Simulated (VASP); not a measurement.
# HfC (R-3m) in VASP: notebook

The runs below take HfC through single point, with PBEsol.

All numbers are computed with VASP 6.6.1; they aren't measurements. Logs are shortened: lines on timing, memory, paths and dates and some standing lists are left out, and cuts for length are marked.

### 1 The cell of the first run

It takes space group R-3m (No. 166, trigonal). The conventional cell has a = 3.337 Å, b = 3.337 Å, c = 7.812 Å, α = 90.00°, β = 90.00°, γ = 120.00°. Within 3.1 Å of Hf (site symmetry -3m) lie 6 C at 2.33 Å. C (site symmetry -3m) has 6 Hf at 2.33 Å within 3.1 Å.

### 2 Single point, PBEsol (equal xy, yz and zx shear strains of -3 %)

Contents of INCAR:

```
SYSTEM = HfC
  PREC = Accurate
  ENCUT = 520
  EDIFF = 1E-6
  ISMEAR = -1
  SIGMA = 0.05
  LREAL = .False.
  LASPH = .True.
  NELM = 100
  ALGO = Normal
  ISIF = 2
  LWAVE = .False.
  LCHARG = .True.
  GGA = PS
  LELF = .True.
  LVHAR = .True.
  NBANDS = 14
```

Contents of KPOINTS:

```
Automatic mesh
0
Gamma
  15 15 15
  0 0 0
```

Contents of POSCAR:

```
HfC
1.0
   -0.0697500000      2.2901250000      2.2901250000
    2.2901250000     -0.0697500000      2.2901250000
    2.2901250000      2.2901250000     -0.0697500000
Hf C
1 1
Direct
    0.5000000000      0.5000000000      0.5000000000
    0.0000000000      0.0000000000      0.0000000000
```

Potentials or basis: VASP PAW PBE potentials, release 64 (Hf_pv, C).

Started as:

```bash
cat potpaw_PBE.64/Hf_pv/POTCAR potpaw_PBE.64/C/POTCAR > POTCAR
mpirun -np 1 vasp_std > vasp.out
```

OUTCAR:

```text
SYSTEM = HfC
   PREC = Accurate
   ENCUT = 520
   EDIFF = 1E-6
   ISMEAR = -1
   LREAL = .False.
   LASPH = .True.
   NELM = 100
   ISIF = 2
   GGA = PS

 ion  position               nearest neighbor table
   1  0.500  0.500  0.500-   2 2.33   2 2.33   2 2.33   2 2.33   2 2.33   2 2.33
   2  0.000  0.000  0.000-   1 2.33   1 2.33   1 2.33   1 2.33   1 2.33   1 2.33

  LATTYP: Found a trigonal (rhomboedric) cell.
 ALAT       =     3.2394768241
 COS(alpha) =     0.4693254694

  Lattice vectors:

 A1 = (  -0.0697500000,   2.2901250000,   2.2901250000)
 A2 = (   2.2901250000,  -0.0697500000,   2.2901250000)
 A3 = (   2.2901250000,   2.2901250000,  -0.0697500000)

Analysis of symmetry for initial positions (statically):
=====================================================================
 Subroutine PRICEL returns:
 Original cell was already a primitive cell.

 Routine SETGRP: Setting up the symmetry group for a
 trigonal (rhombohedral) supercell.

 Subroutine GETGRP returns: Found 12 space group operations
 (whereof 12 operations were pure point group operations)
 out of a pool of 12 trial point group operations.

The static configuration has the point symmetry D_3d.

Analysis of symmetry for dynamics (positions and initial velocities):
=====================================================================
 Subroutine PRICEL returns:
 Original cell was already a primitive cell.

 Routine SETGRP: Setting up the symmetry group for a
 trigonal (rhombohedral) supercell.

 Subroutine GETGRP returns: Found 12 space group operations
 (whereof 12 operations were pure point group operations)
 out of a pool of 12 trial point group operations.

The dynamic configuration has the point symmetry D_3d.

 Subroutine INISYM returns: Found 12 space group operations
 (whereof 12 operations are pure point group operations),
 and found     1 'primitive' translations

----------------------------------------------------------------------------------------

                                     Primitive cell

  volume of cell :      25.1190

  direct lattice vectors                    reciprocal lattice vectors
    -0.069750000  2.290125000  2.290125000    -0.208599202  0.215152056  0.215152056
     2.290125000 -0.069750000  2.290125000     0.215152056 -0.208599202  0.215152056
     2.290125000  2.290125000 -0.069750000     0.215152056  0.215152056 -0.208599202

  length of vectors
     3.239476824  3.239476824  3.239476824     0.368909801  0.368909801  0.368909801

  position of ions in fractional coordinates (direct lattice)
     0.500000000  0.500000000  0.500000000
     0.000000000  0.000000000  0.000000000

  ion indices of the primitive-cell ions
   primitive index   ion index
                 1           1
                 2           2

----------------------------------------------------------------------------------------

 KPOINTS: Automatic mesh

Automatic generation of k-mesh.
 Grid dimensions read from file:
 generate k-points for:   15   15   15

 Generating k-lattice:

  Cartesian coordinates                     Fractional coordinates (reciprocal lattice)
    -0.013906613  0.014343470  0.014343470     0.066666667  0.000000000  0.000000000
     0.014343470 -0.013906613  0.014343470     0.000000000  0.066666667  0.000000000
     0.014343470  0.014343470 -0.013906613     0.000000000  0.000000000  0.066666667

  Length of vectors
     0.024593987  0.024593987  0.024593987

  Shift w.r.t. Gamma in fractional coordinates (k-lattice)
     0.000000000  0.000000000  0.000000000

 Subroutine IBZKPT returns following result:
 ===========================================

 Found    344 irreducible k-points:

 Following reciprocal coordinates:
            Coordinates               Weight
  0.000000  0.000000  0.000000      1.000000
  0.066667  0.000000 -0.000000      6.000000
  0.133333  0.000000 -0.000000      6.000000
  0.200000 -0.000000 -0.000000      6.000000
  0.266667  0.000000 -0.000000      6.000000
  0.333333  0.000000  0.000000      6.000000
[... 16 lines left out ...]
  0.133333  0.133333  0.000000      6.000000
  0.200000  0.133333 -0.000000     12.000000
 [... further k-points ...]
   k-points           NKPTS =    344   k-points in BZ     NKDIM =    344   number of bands    NBANDS=     14
   number of dos      NEDOS =    301   number of ions     NIONS =      2
   total plane-waves  NPLWV =  13824
   dimension x,y,z NGX =    24 NGY =   24 NGZ =   24
   dimension x,y,z NGXF=    48 NGYF=   48 NGZF=   48
   ions per type =               1   1
   NGX,Y,Z   is equivalent  to a cutoff of  12.32, 12.32, 12.32 a.u.
   NGXF,Y,Z  is equivalent  to a cutoff of  24.63, 24.63, 24.63 a.u.
 SYSTEM =  HfC
   PREC   = accura    normal or accurate (medium, high low for compatibility)
   ISTART =      0    job   : 0-new  1-cont  2-samecut
   ICHARG =      2    charge: 1-file 2-atom 10-const
   ISPIN  =      1    spin polarized calculation?
   LNONCOLLINEAR =      F non collinear calculations
   LSORBIT =      F    spin-orbit coupling
   LASPH  =      T    aspherical Exc in radial PAW
   ENCUT  =  520.0 eV  38.22 Ry    6.18 a.u.   6.02  6.02  6.02*2*pi/ulx,y,z
   NELM   =    100;   NELMIN=  2; NELMDL= -5     # of ELM steps
   EDIFF  = 0.1E-05   stopping-criterion for ELM
   LREAL  =      F    real-space projection
   EDIFFG = 0.1E-04   stopping-criterion for IOM
   NSW    =      0    number of steps for IOM
   IBRION =     -1    ionic relax: 0-MD 1-quasi-New 2-CG
   NFREE  =      0    steps in history (QN), initial steepest desc. (CG)
   ISIF   =      2    stress and relaxation
   ISYM   =      2    0-nonsym 1-usesym 2-fastsym
   POTIM  = 0.5000    time-step for ionic-motion
   TEBEG  =    0.0;   TEEND  =   0.0 temperature during run
   PSTRESS=    0.0 pullay stress
   NELECT =      14.0000    total number of electrons
   NUPDOWN=      -1.0000    fix difference up-down
   EMIN   =  10.00;   EMAX   =-10.00  energy-range for DOS
   EFERMI =   0.00;   METHOD = LEGACY
   ISMEAR =    -1;   SIGMA  =   0.05  broadening in eV -4-tet -1-fermi 0-gaus
   EFERMI_NEDOS =   21; number of points for ismear=-14 and -15
   IALGO  =     38    algorithm
   IMIX   =      4    mixing-type and parameters
     AMIX     =   0.40;   BMIX     =  1.00
     AMIX_MAG =   1.60;   BMIX_MAG =  1.00
  volume/ion in A,a.u.               =      12.56        84.76
  Fermi-wavevector in a.u.,A,eV,Ry     =   1.347255  2.545944 24.695897  1.815097
  Thomas-Fermi vector in A             =   2.475021
   LORBIT       =      0    0 simple, 1 ext, 2 COOP (PROOUT), +10 PAW based schemes
   GGA     = PS    functional components
   LHFCALC =     F    Hartree Fock is set to
   AEXX    =    0.0000 exact exchange contribution
   IVDW    =     0    specifies the selected vdW correction
   LEPSILON=     F    determine dielectric tensor
   LRPA    =     F    only Hartree local field effects (RPA)
 non-spin polarized calculation
  energy-cutoff  :      520.00
  volume of cell :       25.12
 maximum number of plane-waves:       690
   NGX = 13   NGY = 13   NGZ = 13

 number of electron      13.9999999 magnetization

 Free energy of the ion-electron system (eV)
  ---------------------------------------------------
  ext. energy  EPLUGINS =         0.00000000
  ---------------------------------------------------
  free energy    TOTEN  =       -22.14663493 eV

  energy without entropy =      -22.14450937  energy(sigma->0) =      -22.14557215

 E-fermi :   5.8120     XC(G=0): -12.4249

 val. band max:        5.7911979048   @ k =   0.3333   0.3333   0.0667
 cond. band min:       5.8202758874   @ k =  -0.0667   0.0667   0.0000
 fundamental gap:      0.0290779826
 Fermi energy:         5.8120467981

 k-point     1 :       0.0000    0.0000    0.0000
  band No.  band energies     occupation
      1     -23.6981      2.00000
      2     -23.6981      2.00000
      3     -23.6641      2.00000
      4      -6.4807      2.00000
      5       6.7490      0.00000
      6       6.7490      0.00000
      7       6.9206      0.00000
      8       6.9206      0.00000
      9       7.0359      0.00000
     10       7.5732      0.00000
     11       9.2082      0.00000
     12       9.2082      0.00000
     13      12.6975      0.00000
     14      16.7883      0.00000

 k-point     2 :       0.0667    0.0000   -0.0000
  band No.  band energies     occupation
      1     -23.7266      2.00000
      2     -23.7002      2.00000
      3     -23.6699      2.00000
      4      -6.3693      2.00000
      5       5.8806      0.40510
      6       6.1214      0.00410
      7       6.4646      0.00000
      8       7.2404      0.00000
      9       7.5068      0.00000
     10       7.8409      0.00000
     11       9.7423      0.00000
     12       9.7681      0.00000
     13      12.9396      0.00000
     14      17.0855      0.00000

 k-point     3 :       0.1333    0.0000   -0.0000
  band No.  band energies     occupation
      1     -23.8119      2.00000
      2     -23.7062      2.00000
      3     -23.6809      2.00000
      4      -6.0452      2.00000
      5       4.7470      2.00000
      6       5.2658      1.99996
      7       5.6316      1.94723
      8       7.6123      0.00000
      9       7.9381      0.00000
     10       8.2489      0.00000
     11      10.8931      0.00000
     12      10.9172      0.00000
     13      13.5665      0.00000
     14      17.9045      0.00000
[... 324 lines left out ...]
 k-point    23 :       0.1333    0.1333    0.0000
  band No.  band energies     occupation
      1     -23.7997      2.00000
      2     -23.7397      2.00000
      3     -23.7125      2.00000
      4      -5.9172      2.00000
      5       4.1003      2.00000
      6       5.6002      1.97154
      7       5.8416      0.71246
      8       6.4513      0.00001
      9       8.8781      0.00000
     10       9.2132      0.00000
     11       9.5087      0.00000
     12      11.4001      0.00000
     13      14.3956      0.00000
     14      18.3656      0.00000

 k-point    24 :       0.2000    0.1333   -0.0000
  band No.  band energies     occupation
      1     -23.8856      2.00000
      2     -23.7485      2.00000
      3     -23.7305      2.00000
      4      -5.5727      2.00000
      5       3.3342      2.00000
      6       4.9859      2.00000
      7       5.5440      1.99065
      8       6.5166      0.00000
      9       9.3219      0.00000
     10       9.4746      0.00000
     11      10.3899      0.00000
     12      12.0586      0.00000
     13      15.3098      0.00000
     14      19.2500      0.00000

 [... further k-points ...]

------------------------ aborting loop because EDIFF is reached ----------------------------------------

  FORCE on cell =-STRESS in cart. coord.  units (eV):
  Direction    XX          YY          ZZ          XY          YZ          ZX
  --------------------------------------------------------------------------------------
  -------------------------------------------------------------------------------------
  Total       -1.0742234     -1.0742234     -1.0742234      0.7507939      0.7507939      0.7507939
  in kB      -68.5176560    -68.5176560    -68.5176560     47.8882133     47.8882133     47.8882133
  external PRESSURE =     -68.5176560 kB  Pullay stress =       0.0000000 kB

 VOLUME and BASIS-vectors are now :
 -----------------------------------------------------------------------------
  energy-cutoff  :      520.00
  volume of cell :       25.12
      direct lattice vectors                 reciprocal lattice vectors
    -0.069750000  2.290125000  2.290125000    -0.208599202  0.215152056  0.215152056
     2.290125000 -0.069750000  2.290125000     0.215152056 -0.208599202  0.215152056
     2.290125000  2.290125000 -0.069750000     0.215152056  0.215152056 -0.208599202

 POSITION                                       TOTAL-FORCE (eV/Angst)
 -----------------------------------------------------------------------------------
      2.25525      2.25525      2.25525         0.000000     -0.000000      0.000000
      0.00000      0.00000      0.00000        -0.000000      0.000000     -0.000000
 -----------------------------------------------------------------------------------
    total drift:                                0.000000     -0.000000      0.000000

  FREE ENERGIE OF THE ION-ELECTRON SYSTEM (eV)
  ---------------------------------------------------
  free  energy   TOTEN  =       -22.1466349343 eV

  energy  without entropy=      -22.1445093720  energy(sigma->0) =      -22.14557215
```

Run time: 75 s. Hardware: 1 thread of Intel Xeon 8259CL, shared host; peak memory 0.24 GiB.

What came out:

| Item | Value |
| --- | --- |
| Free energy | -22.1466 eV |
| Pressure | -6.9 GPa |
| Band gap on the k mesh | zero (bands 7 and 8 overlap by 1.34 eV) |

Levels at points of the mesh, in eV from the Fermi level:
```
           k point  band 5  band 6  band 7  band 8  band 9  band 10
(0.00, 0.00, 0.00)    0.94    0.94    1.11    1.11    1.22     1.76
```

Caveat: the cell differs from its parent crystal (equal xy, yz and zx shear strains of -3 %); the cell stands under tension; the PAW data sets were made with another functional, which shifts forces and pressure a little; spin-orbit coupling is left out, which moves the levels of the heavy elements.

### 3 Single point, PBEsol (equal xy, yz and zx shear strains of -1 %)

Contents of INCAR:

```
SYSTEM = HfC
  ALGO = Normal
  EDIFF = 1E-7
  ENCUT = 520
  GGA = PS
  ISIF = 2
  ISMEAR = -1
  LASPH = .True.
  LCHARG = .False.
  LREAL = .False.
  LWAVE = .False.
  NBANDS = 14
  NELM = 80
  PREC = Accurate
  SIGMA = 0.05
```

Contents of KPOINTS:

```
k-points
0
Gamma
  15 15 15
  0 0 0
```

Contents of POSCAR:

```
HfC
1.0
   -0.0232500000      2.3133750000      2.3133750000
    2.3133750000     -0.0232500000      2.3133750000
    2.3133750000      2.3133750000     -0.0232500000
Hf C
1 1
Direct
    0.5000000000      0.5000000000      0.5000000000
    0.0000000000      0.0000000000      0.0000000000
```

Potentials or basis: VASP PAW PBE potentials, release 64 (Hf_pv, C).

Started as:

```bash
cat potpaw_PBE.64/Hf_pv/POTCAR potpaw_PBE.64/C/POTCAR > POTCAR
mpirun -np 1 vasp_std > vasp.out
```

Wall time 2 min (1 thread of Intel Xeon 8259CL, shared host); peak memory 0.24 GiB.

The run converged. Its results:

* Free energy: -22.1765 eV
* Pressure: -7.0 GPa
* Band gap on the k mesh: zero (bands 7 and 8 overlap by 1.46 eV)

Stress tensor (GPa, compression positive):
```
-6.97  1.62  1.62
 1.62 -6.97  1.62
 1.62  1.62 -6.97
```

Levels at points of the mesh, in eV from the Fermi level:
| k point | band 3 | band 4 | band 5 | band 6 | band 7 | band 8 | band 9 | band 10 | band 11 | band 12 |
| --- | --- | --- | --- | --- | --- | --- | --- | --- | --- | --- |
| (0.00, 0.00, 0.00) | -29.46 | -12.26 | 1.03 | 1.03 | 1.12 | 1.30 | 1.30 | 1.52 | 3.40 | 3.40 |

Caveat: the cell differs from its parent crystal (equal xy, yz and zx shear strains of -1 %); the cell stands under tension; the PAW data sets were made with another functional, which shifts forces and pressure a little; spin-orbit coupling is left out, which moves the levels of the heavy elements.

### 4 Single point, PBEsol (equal xy, yz and zx shear strains of +2 %)

Contents of INCAR:

```
PREC     = Accurate       # precision mode
ENCUT    = 520            # plane-wave cutoff, eV
EDIFF    = 1E-6           # SCF threshold, eV
ISMEAR   = -1             # smearing method
SIGMA    = 0.05           # smearing width, eV
LREAL    = False          # projectors in reciprocal space
LASPH    = True           # aspherical terms in the spheres
NELM     = 80             # most SCF steps
ALGO     = Normal         # electronic algorithm
ISIF     = 2              # what is computed and relaxed
LWAVE    = False          # write WAVECAR
LCHARG   = False          # write CHGCAR
GGA      = PS             # functional
NBANDS   = 14             # bands
```

Contents of KPOINTS:

```
Automatic mesh
0
Gamma
  15 15 15
```

Contents of POSCAR:

```
HfC
1.0
    0.0465000000      2.3482500000      2.3482500000
    2.3482500000      0.0465000000      2.3482500000
    2.3482500000      2.3482500000      0.0465000000
Hf C
1 1
Direct
    0.5000000000      0.5000000000      0.5000000000
    0.0000000000      0.0000000000      0.0000000000
```

Started as:

```bash
cat potpaw_PBE.64/Hf_pv/POTCAR potpaw_PBE.64/C/POTCAR > POTCAR
mpirun -np 1 vasp_std > vasp.out
```

Run time: 3.5 min. Hardware: 1 thread of Intel Xeon 8259CL, shared host; peak memory 0.26 GiB.

It converged, with:

```yaml
Free_energy: -22.1648 eV
Pressure: -6.9 GPa
Band_gap_on_the_k_mesh: zero (bands 7 and 8 overlap by 1.42 eV)
```

Stress tensor (GPa, compression positive):
```
-6.93 -3.44 -3.44
-3.44 -6.93 -3.44
-3.44 -3.44 -6.93
```

Levels at points of the mesh, in eV from the Fermi level:
| k point | band 3 | band 4 | band 5 | band 6 | band 7 | band 8 | band 9 | band 10 | band 11 | band 12 |
| --- | --- | --- | --- | --- | --- | --- | --- | --- | --- | --- |
| (0.00, 0.00, 0.00) | -29.47 | -12.27 | 0.91 | 1.07 | 1.12 | 1.12 | 1.50 | 1.50 | 3.40 | 3.40 |

Caveat: the cell differs from its parent crystal (equal xy, yz and zx shear strains of +2 %); the cell stands under tension; the PAW data sets were made with another functional, which shifts forces and pressure a little; spin-orbit coupling is left out, which moves the levels of the heavy elements.

### 5 Summary

| cell | gap on the mesh (eV) | pressure (GPa) |
| --- | --- | --- |
| a = 3.239 Å, angles 62.0°, 2 atoms | none | -6.9 |
| a = 3.272 Å, angles 60.7°, 2 atoms | none | -7.0 |
| a = 3.321 Å, angles 58.7°, 2 atoms | none | -6.9 |

Alike in all rows: task single point; level PBEsol; potentials or basis VASP PAW PBE potentials, release 64 (Hf_pv, C); no spin polarisation; k mesh 15 × 15 × 15; cutoff (eV) 520; smearing fermi-dirac 0.05 eV.

Caveats: the cell stands under tension; the PAW data sets were made with another functional, which shifts forces and pressure a little; spin-orbit coupling is left out, which moves the levels of the heavy elements.

Total energies depend on the potentials used, so only differences within one code and one set of settings carry meaning.

The gap in the log of VASP goes by the Fermi energy; the results here count the filled bands.